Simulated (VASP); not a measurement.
Wanted: the native input for a VASP 6.6.1 run.

```yaml
Task: single point
Functional: PBEsol
Potentials_or_basis: VASP PAW PBE potentials, release 64 (Nb_sv)
Cutoff: 520 eV
k_mesh: 22 × 22 × 22
Occupations: fermi-dirac, width 0.1 eV
Spin: no spin polarisation
Dipole_correction: no
Further_INCAR_settings: ALGO = Normal; EDIFF = 1e-06; NBANDS = 12
```

The structure of Nb lies in POSCAR:

```
Nb
1.0
   -1.6353030344      1.6353030344      1.6353030344
    1.6353030344     -1.6353030344      1.6353030344
    1.6353030344      1.6353030344     -1.6353030344
Nb
1
Direct
    0.0000000000      0.0000000000      0.0000000000
```

The input as run:

INCAR

```
PREC = Accurate ; ENCUT = 520
EDIFF = 1E-6 ; ISMEAR = -1
SIGMA = 0.1 ; LREAL = F
LASPH = T ; NELM = 60
ALGO = Normal ; ISIF = 2
LWAVE = F ; LCHARG = T
GGA = PS ; LELF = T
LVHAR = T ; NBANDS = 12
```

KPOINTS

```
Automatic mesh
0
Gamma
  22 22 22
```

Potentials or basis: VASP PAW PBE potentials, release 64 (Nb_sv).

Launch:

```bash
$ cat potpaw_PBE.64/Nb_sv/POTCAR > POTCAR
$ mpirun -np 1 vasp_std > vasp.out
```

Results of the run:

The pressure is 0.1 GPa.

Caveat: the PAW data sets were made with another functional, which shifts forces and pressure a little.

Run time: 38 s on 1 thread of Intel(R) Xeon(R) Platinum 8488C (Sapphire Rapids), with other jobs on the host, peak memory 0.19 GiB.
